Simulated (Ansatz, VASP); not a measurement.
As5S: VASP beside Ansatz

```xyz
6
Lattice="0.0000 4.2110 4.2110 4.2110 0.0000 4.2110 4.2110 4.2110 0.0000" Properties=species:S:1:pos:R:3 pbc="T T T"
As    2.1055    2.1055    2.1055
As    5.2605    3.1615    3.1615
As    5.2605    5.2605    5.2605
As    3.1615    3.1615    5.2605
As    3.1615    5.2605    3.1615
S     0.0000    0.0000    0.0000
```

Change from the starting cell: species swapped into the Be5Pd type (F-43m, No. 216).

Alike in both runs: task single point; functional PBE; k mesh 4 × 4 × 4; occupations gaussian, width 0.1 eV; no spin polarisation.

|  | VASP | Ansatz |
| --- | --- | --- |
| version | VASP 6.6.1 | Ansatz 0.2.0 |
| potentials or method | VASP PAW PBE potentials, release 64 (As, S), cutoff 520 eV | scalar-relativistic, plane waves, PAW |
| valence electrons in the cell | 31 | 81 |

```csv
,VASP,Ansatz,Ansatz less VASP
gap on the k mesh at the Fermi level (eV),none,none,-
pressure (GPa),-10.3,-10.2,+0.01
rms of the force components (eV/Å),0.027,0.027,-0.0002
```

Atom by atom the forces differ by 0.000 eV/Å (rms over components). A gap of «none» marks a metal or a gap that the smearing closes. VASP's potentials hold 31 valence electrons a cell and Ansatz's 81, so a difference there can come from the potentials and not from the codes.
